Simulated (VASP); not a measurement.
A run of VASP 6.6.1:

File INCAR:

```
SYSTEM = Li16B
PREC = Accurate
ENCUT = 520
EDIFF = 1E-6
ISMEAR = 0
SIGMA = 0.05
LREAL = Auto
LASPH = .True.
NELM = 60
ALGO = Normal
ISIF = 2
LWAVE = .False.
LCHARG = .False.
GGA = PE
NBANDS = 40
```

KPOINTS

```
Automatic mesh
0
Gamma
  4 4 4
  0 0 0
```

The input POSCAR:

```
Li16B
1.0
    6.9800000000      0.0000000000      0.0000000000
    0.0000000000      6.9800000000      0.0000000000
    0.0000000000      0.0000000000      6.9800000000
Li B
16 1
Direct
   -0.0102110315      0.0396488539     -0.0008106017
    0.5148674785      0.0259936963     -0.0216806590
    0.0037590258      0.4765060172      0.0233501433
   -0.0028712034     -0.0460623209      0.4415653295
    0.2623637536      0.2257452722      0.2587001433
    0.4975604585      0.4700446991     -0.0098805158
    0.5037991404     -0.0166541547      0.5389425501
    0.7383643266      0.2421716332      0.2659428367
    0.0091232092      0.5504095989      0.4309772206
    0.2952946991      0.7637061605      0.2338835244
    0.2221333811      0.2520173352      0.7213640401
    0.4888865330      0.5133312321      0.5253825215
    0.7066325215      0.7478797994      0.2426151862
    0.7792234957      0.2667573066      0.7143998567
    0.2142765043      0.7549987106      0.8215965616
    0.7860110315      0.7430422636      0.8151869628
   -0.0004835244      0.7655028653      0.1437676218
```

Potentials or basis: VASP PAW PBE potentials, release 64 (Li_sv, B).

Command:

```bash
$ cat potpaw_PBE.64/Li_sv/POTCAR potpaw_PBE.64/B/POTCAR > POTCAR
$ mpirun -np 1 vasp_std > vasp.out
```

Hardware: 1 thread of Intel Xeon 8259CL (shared host).

Problem. How long does it take, and how much memory?

Solution. Wall time 8.9 min on 1 thread of Intel Xeon 8259CL (shared host), peak memory 0.55 GiB. Counts: scf iterations 15, k points 36.
